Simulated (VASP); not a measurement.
# RbBr (Pm-3m) in VASP: a series of runs, part 2 of 2

VASP 6.6.1. The steps go on from the part before.

### Step 3. Relaxation of cell and atoms, PBE+D3(BJ)

This run uses another cell than the first one, of 36.86 Å³/atom.

INCAR

```
  ALGO = Normal
  EDIFF = 1E-6
  EDIFFG = -0.005
  ENCUT = 600
  GGA = PE
  IBRION = 2
  ISIF = 3
  ISMEAR = 0
  IVDW = 12
  LASPH = T
  LCHARG = F
  LREAL = F
  LWAVE = F
  NELM = 80
  NSW = 70
  PREC = Accurate
  SIGMA = 0.02
```

KPOINTS

```
k-points
0
Gamma
  6 6 6
```

POSCAR

```
RbBr
1.0
    4.1929010518      0.0000000000      0.0000000000
    0.0000000000      4.1929010518      0.0000000000
    0.0000000000      0.0000000000      4.1929010518
Rb Br
1 1
Direct
    0.0000000000      0.0000000000      0.0000000000
    0.5000000000      0.5000000000      0.5000000000
```

Potentials or basis: VASP PAW PBE potentials, release 64 (Rb_sv, Br).

The run is started by

```
$ cat potpaw_PBE.64/Rb_sv/POTCAR potpaw_PBE.64/Br/POTCAR > POTCAR
$ mpirun -np 1 vasp_std > vasp.out
```

OUTCAR:

```text
EDIFF = 1E-6
   EDIFFG = -0.005
   ENCUT = 600
   GGA = PE
   IBRION = 2
   ISIF = 3
   ISMEAR = 0
   IVDW = 12
   LASPH = T
   LREAL = F
   NELM = 80
   NSW = 70
   PREC = Accurate
 IVDW          = 12

 ion  position               nearest neighbor table
   1  0.000  0.000  0.000-   2 3.63   2 3.63   2 3.63   2 3.63   2 3.63   2 3.63   2 3.63   2 3.63

   2  0.500  0.500  0.500-   1 3.63   1 3.63   1 3.63   1 3.63   1 3.63   1 3.63   1 3.63   1 3.63

  LATTYP: Found a simple cubic cell.
 ALAT       =     4.1929010518

  Lattice vectors:

 A1 = (   4.1929010518,   0.0000000000,   0.0000000000)
 A2 = (   0.0000000000,   4.1929010518,   0.0000000000)
 A3 = (   0.0000000000,   0.0000000000,   4.1929010518)

Analysis of symmetry for initial positions (statically):
=====================================================================
 Subroutine PRICEL returns:
 Original cell was already a primitive cell.

 Routine SETGRP: Setting up the symmetry group for a
 simple cubic supercell.

 Subroutine GETGRP returns: Found 48 space group operations
 (whereof 48 operations were pure point group operations)
 out of a pool of 48 trial point group operations.

The static configuration has the point symmetry O_h .

Analysis of symmetry for dynamics (positions and initial velocities):
=====================================================================
 Subroutine PRICEL returns:
 Original cell was already a primitive cell.

 Routine SETGRP: Setting up the symmetry group for a
 simple cubic supercell.

 Subroutine GETGRP returns: Found 48 space group operations
 (whereof 48 operations were pure point group operations)
 out of a pool of 48 trial point group operations.

The dynamic configuration has the point symmetry O_h .

 Subroutine INISYM returns: Found 48 space group operations
 (whereof 48 operations are pure point group operations),
 and found     1 'primitive' translations

----------------------------------------------------------------------------------------

                                     Primitive cell

  volume of cell :      73.7130

  direct lattice vectors                    reciprocal lattice vectors
     4.192901052  0.000000000  0.000000000     0.238498354  0.000000000  0.000000000
     0.000000000  4.192901052  0.000000000     0.000000000  0.238498354  0.000000000
     0.000000000  0.000000000  4.192901052     0.000000000  0.000000000  0.238498354

  length of vectors
     4.192901052  4.192901052  4.192901052     0.238498354  0.238498354  0.238498354

  position of ions in fractional coordinates (direct lattice)
     0.000000000  0.000000000  0.000000000
     0.500000000  0.500000000  0.500000000

  ion indices of the primitive-cell ions
   primitive index   ion index
                 1           1
                 2           2

----------------------------------------------------------------------------------------

 KPOINTS: k-points

Automatic generation of k-mesh.
 Grid dimensions read from file:
 generate k-points for:    6    6    6

 Generating k-lattice:

  Cartesian coordinates                     Fractional coordinates (reciprocal lattice)
     0.039749726  0.000000000  0.000000000     0.166666667  0.000000000  0.000000000
     0.000000000  0.039749726  0.000000000     0.000000000  0.166666667  0.000000000
     0.000000000  0.000000000  0.039749726     0.000000000  0.000000000  0.166666667

  Length of vectors
     0.039749726  0.039749726  0.039749726

  Shift w.r.t. Gamma in fractional coordinates (k-lattice)
     0.000000000  0.000000000  0.000000000

 Subroutine IBZKPT returns following result:
 ===========================================

 Found     20 irreducible k-points:

 Following reciprocal coordinates:
            Coordinates               Weight
  0.000000  0.000000  0.000000      1.000000
  0.166667  0.000000  0.000000      6.000000
  0.333333  0.000000  0.000000      6.000000
  0.500000  0.000000  0.000000      3.000000
  0.166667  0.166667  0.000000     12.000000
  0.333333  0.166667  0.000000     24.000000
[... 12 lines left out ...]
  0.500000  0.500000  0.333333      6.000000
  0.500000  0.500000  0.500000      1.000000
   k-points           NKPTS =     20   k-points in BZ     NKDIM =     20   number of bands    NBANDS=     12
   number of dos      NEDOS =    301   number of ions     NIONS =      2
   total plane-waves  NPLWV =  46656
   dimension x,y,z NGX =    36 NGY =   36 NGZ =   36
   dimension x,y,z NGXF=    72 NGYF=   72 NGZF=   72
   ions per type =               1   1
   NGX,Y,Z   is equivalent  to a cutoff of  14.27, 14.27, 14.27 a.u.
   NGXF,Y,Z  is equivalent  to a cutoff of  28.55, 28.55, 28.55 a.u.
 SYSTEM =  unknown system
   PREC   = accura    normal or accurate (medium, high low for compatibility)
   ISTART =      0    job   : 0-new  1-cont  2-samecut
   ICHARG =      2    charge: 1-file 2-atom 10-const
   ISPIN  =      1    spin polarized calculation?
   LNONCOLLINEAR =      F non collinear calculations
   LSORBIT =      F    spin-orbit coupling
   LASPH  =      T    aspherical Exc in radial PAW
   ENCUT  =  600.0 eV  44.10 Ry    6.64 a.u.   8.37  8.37  8.37*2*pi/ulx,y,z
   NELM   =     80;   NELMIN=  2; NELMDL= -5     # of ELM steps
   EDIFF  = 0.1E-05   stopping-criterion for ELM
   LREAL  =      F    real-space projection
   EDIFFG = -.5E-02   stopping-criterion for IOM
   NSW    =     70    number of steps for IOM
   IBRION =      2    ionic relax: 0-MD 1-quasi-New 2-CG
   NFREE  =      1    steps in history (QN), initial steepest desc. (CG)
   ISIF   =      3    stress and relaxation
   ISYM   =      2    0-nonsym 1-usesym 2-fastsym
   POTIM  = 0.5000    time-step for ionic-motion
   TEBEG  =    0.0;   TEEND  =   0.0 temperature during run
   PSTRESS=    0.0 pullay stress
   NELECT =      16.0000    total number of electrons
   NUPDOWN=      -1.0000    fix difference up-down
   EMIN   =  10.00;   EMAX   =-10.00  energy-range for DOS
   EFERMI =   0.00;   METHOD = LEGACY
   ISMEAR =     0;   SIGMA  =   0.02  broadening in eV -4-tet -1-fermi 0-gaus
   EFERMI_NEDOS =   21; number of points for ismear=-14 and -15
   IALGO  =     38    algorithm
   IMIX   =      4    mixing-type and parameters
     AMIX     =   0.40;   BMIX     =  1.00
     AMIX_MAG =   1.60;   BMIX_MAG =  1.00
  volume/ion in A,a.u.               =      36.86       248.72
  Fermi-wavevector in a.u.,A,eV,Ry     =   0.983861  1.859227 13.170189  0.967982
  Thomas-Fermi vector in A             =   2.115050
   LORBIT       =      0    0 simple, 1 ext, 2 COOP (PROOUT), +10 PAW based schemes
   GGA     = PE    functional components
   LHFCALC =     F    Hartree Fock is set to
   AEXX    =    0.0000 exact exchange contribution
   IVDW    =    12    specifies the selected vdW correction
   LEPSILON=     F    determine dielectric tensor
   LRPA    =     F    only Hartree local field effects (RPA)
 conjugate gradient relaxation of ions
 non-spin polarized calculation
 Gauss-broadening in eV      SIGMA  =   0.02
  energy-cutoff  :      600.00
  volume of cell :       73.71
 maximum number of plane-waves:      2517
 NGX is ok and might be reduce to    36
   NGX = 17   NGY = 17   NGZ = 17

--------------------------------------- Ionic step        1  -------------------------------------------

 number of electron      16.0000000 magnetization

 Free energy of the ion-electron system (eV)
  ---------------------------------------------------
  ext. energy  EPLUGINS =         0.00000000
  ---------------------------------------------------
  free energy    TOTEN  =        -6.00513074 eV

  energy without entropy =       -6.00513074  energy(sigma->0) =       -6.00513074

------------------------ aborting loop because EDIFF is reached ----------------------------------------

 Edisp (eV)   -0.43907

 E8    (eV) :    -0.2169

  FORCE on cell =-STRESS in cart. coord.  units (eV):
  Direction    XX          YY          ZZ          XY          YZ          ZX
  --------------------------------------------------------------------------------------
  -------------------------------------------------------------------------------------
  Total      -0.39649    -0.39649    -0.39649    -0.00000    -0.00000    -0.00000
  in kB      -8.61777    -8.61777    -8.61777    -0.00000    -0.00000    -0.00000
  external pressure =       -8.62 kB  Pullay stress =        0.00 kB
[... 101 lines left out ...]
  energy  without entropy=       -6.4564003634  energy(sigma->0) =       -6.45640036

--------------------------------------- Ionic step        4  -------------------------------------------

 number of electron      16.0000001 magnetization

 Free energy of the ion-electron system (eV)
  ---------------------------------------------------
  ext. energy  EPLUGINS =         0.00000000
  ---------------------------------------------------
  free energy    TOTEN  =        -5.99093792 eV

  energy without entropy =       -5.99093792  energy(sigma->0) =       -5.99093792

 E-fermi :  -0.4440     XC(G=0):  -7.9790

 val. band max:       -0.6078530455   @ k =   0.5000   0.5000   0.0000
 cond. band min:       3.5134471674   @ k =   0.0000   0.0000   0.0000
 fundamental gap:      4.1213002129
 Fermi energy:        -0.4440340512

 k-point     1 :       0.0000    0.0000    0.0000
  band No.  band energies     occupation
      1     -25.6949      2.00000
      2     -13.2460      2.00000
      3      -9.6761      2.00000
      4      -9.6761      2.00000
      5      -9.6761      2.00000
      6      -0.7619      2.00000
      7      -0.7619      2.00000
      8      -0.7619      2.00000
      9       3.5134      0.00000
     10       4.9588      0.00000
     11       4.9588      0.00000
     12       9.3534      0.00000
[... 316 lines left out ...]
  FREE ENERGIE OF THE ION-ELECTRON SYSTEM (eV)
  ---------------------------------------------------
  free  energy   TOTEN  =        -6.4564222530 eV

  energy  without entropy=       -6.4564222530  energy(sigma->0) =       -6.45642225

 reached required accuracy - stopping structural energy minimisation
```

Wall time 47 s (1 thread of AMD EPYC 7R43 (Zen 3), shared host); peak memory 0.2 GiB.

Results:

```yaml
Free_energy: -6.4564 eV
Relaxed_volume: 34.71 Å³/atom
Relaxed_cell: a = 4.110 Å, b = 4.110 Å, c = 4.110 Å, α = 90.00°, β = 90.00°, γ = 90.00°
Space_group_after_relaxing_to_0.1_Å: Pm-3m (No. 221)
Energy_gained_by_relaxing: 6.1 meV/atom
Ionic_steps: 4
Pressure_after_relaxing: 0.0 GPa
Band_gap_on_the_k_mesh: 4.12 eV (least direct gap 4.28 eV)
Dispersion_energy_per_atom: -0.233 eV
```

The path:
| step | energy change (eV) | largest force (eV/Å) | pressure (GPa) | volume (Å³) |
| --- | --- | --- | --- | --- |
| 1 | 0.0000 | 0.0000 | -0.86 | 73.71 |
| 2 | -0.0089 | 0.0000 | -0.48 | 71.62 |
| 3 | -0.0122 | 0.0000 | -0.04 | 69.60 |
| 4 | -0.0122 | 0.0000 | 0.00 | 69.42 |

Final structure:
```
Rb Br
1.0
     4.10993    0.00000    0.00000
     0.00000    4.10993    0.00000
     0.00000    0.00000    4.10993
Rb Br
1 1
Direct
  0.00000 0.00000 0.00000
  0.50000 0.50000 0.50000
```

Levels at points of the mesh, in eV from the valence-band top:
```tsv
k point	band 4	band 5	band 6	band 7	band 8	band 9	band 10	band 11	band 12
(0.00, 0.00, 0.00)	-9.07	-9.07	-0.15	-0.15	-0.15	4.12	5.57	5.57	9.96
(0.50, 0.00, 0.00)	-9.02	-9.02	-1.75	-0.23	-0.23	6.89	7.15	7.71	8.71
(0.50, 0.50, 0.00)	-9.39	-8.98	-1.06	-1.06	0.00	5.32	6.23	7.97	7.97
(0.50, 0.50, 0.50)	-9.30	-9.30	-1.36	-1.36	-1.36	8.27	8.27	8.27	9.42
```
